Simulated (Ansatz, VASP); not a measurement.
**One calculation of Rb, two programs**

File INCAR:

```
SYSTEM = Rb
PREC = Accurate
ENCUT = 520
EDIFF = 1E-8
ISMEAR = -1
SIGMA = 0.05
LREAL = .False.
LASPH = .True.
NELM = 100
ALGO = Normal
ISIF = 2
LWAVE = .False.
LCHARG = .False.
GGA = PS
LEFG = .True.
NBANDS = 10
```

Contents of KPOINTS:

```
Automatic mesh
0
Gamma
  8 8 8
  0 0 0
```

POSCAR

```
Rb
1.0
   -2.8060000000      2.8060000000      2.7498800000
    2.8060000000     -2.8060000000      2.7498800000
    2.8060000000      2.8060000000     -2.7498800000
Rb
1
Direct
    0.0000000000      0.0000000000      0.0000000000
```

Input for Ansatz:

```yaml
crystal:
  lattice:
    - [-2.806, 2.806, 2.74988]
    - [2.806, -2.806, 2.74988]
    - [2.806, 2.806, -2.74988]
  atoms:
    - { symbol: Rb, position: [0.0, 0.0, 0.0] }
kpoints:
  mp_grid: { grid: [8, 8, 8] }
scf:
  occupations: { method: fermi_dirac, width: 0.05 }
hamiltonian:
  xc: pbesol
  pseudopotentials: { kind: all_electron, datasets: crystal }
output:
  forces: true
  stress: true
  eigenvalues: true
  efg: { contact_densities: true }
```

Change from the starting cell: zz strain of -2 %, crystal datasets.

Alike in both runs: task electric field gradients; functional PBEsol; k mesh 8 × 8 × 8; occupations fermi-dirac, width 0.05 eV; no spin polarisation.

|  | VASP | Ansatz |
| --- | --- | --- |
| version | VASP 6.6.1 | Ansatz 0.2.0 |
| potentials or method | VASP PAW PBE potentials, release 64 (Rb_sv), cutoff 520 eV | all-electron PAW with datasets made for the crystal, scalar-relativistic |

```tsv
	VASP	Ansatz	Ansatz less VASP
pressure (GPa)	0.0	0.0	0.00
size of Vzz on the site where it differs most (V/Å²)	0.2	0.2	-0.01
```

VASP's potentials were made for PBE, not for PBEsol. Ansatz ran all-electron here, and VASP with PAW potentials.
